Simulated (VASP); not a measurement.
Wanted: the native input for a VASP 6.6.1 run.

| Property | Result |
| --- | --- |
| Task | single point |
| Functional | PBE |
| Potentials or basis | VASP PAW PBE potentials, release 64 (La, H) |
| Cutoff | 520 eV |
| k mesh | 12 × 12 × 6 |
| Occupations | gaussian, width 0.1 eV |
| Spin | no spin polarisation |
| Dipole correction | no |
| Further INCAR settings | ALGO = Normal; EDIFF = 1e-06; NBANDS = 20 |

The structure of La2H3 lies in POSCAR:

```
La2H3
1.0
    3.8370771818      0.0000000000      0.0000000000
   -1.9185385909      3.3230063157      0.0000000000
    0.0000000000      0.0000000000      6.4313832000
La H
2 3
Direct
    0.6666666667      0.3333333333      0.7575570000
    0.3333333333      0.6666666667      0.2424430000
    0.6666666667      0.3333333333      0.3804950000
    0.3333333333      0.6666666667      0.6195050000
    0.0000000000      0.0000000000      0.0000000000
```

One way to write it, as run:

INCAR

```
SYSTEM = La2H3
PREC     = Accurate       ! precision mode
ENCUT    = 520            ! plane-wave cutoff, eV
EDIFF    = 1E-6           ! SCF threshold, eV
ISMEAR   = 0              ! smearing method
SIGMA    = 0.1            ! smearing width, eV
LREAL    = .FALSE.        ! projectors in reciprocal space
LASPH    = .TRUE.         ! aspherical terms in the spheres
NELM     = 60             ! most SCF steps
ALGO     = Normal         ! electronic algorithm
ISIF     = 2              ! what is computed and relaxed
LWAVE    = .FALSE.        ! write WAVECAR
LCHARG   = .TRUE.         ! write CHGCAR
GGA      = PE             ! functional
LELF     = .TRUE.         ! ELF
LVHAR    = .TRUE.       
NBANDS   = 20             ! bands
```

KPOINTS

```
Automatic mesh
0
G
  12 12 6
  0 0 0
```

Potentials or basis: VASP PAW PBE potentials, release 64 (La, H).

Launch:

```bash
$ cat potpaw_PBE.64/La/POTCAR potpaw_PBE.64/H/POTCAR > POTCAR
$ mpirun -np 1 vasp_std > vasp.out
```

It gave:

- Pressure: -0.1 GPa
- Largest force: 0.007 eV/Å

Wall time 2.3 min on 1 thread of AMD EPYC 7R43 64-Core Processor (Zen 3), on a shared host, peak memory 0.29 GiB.
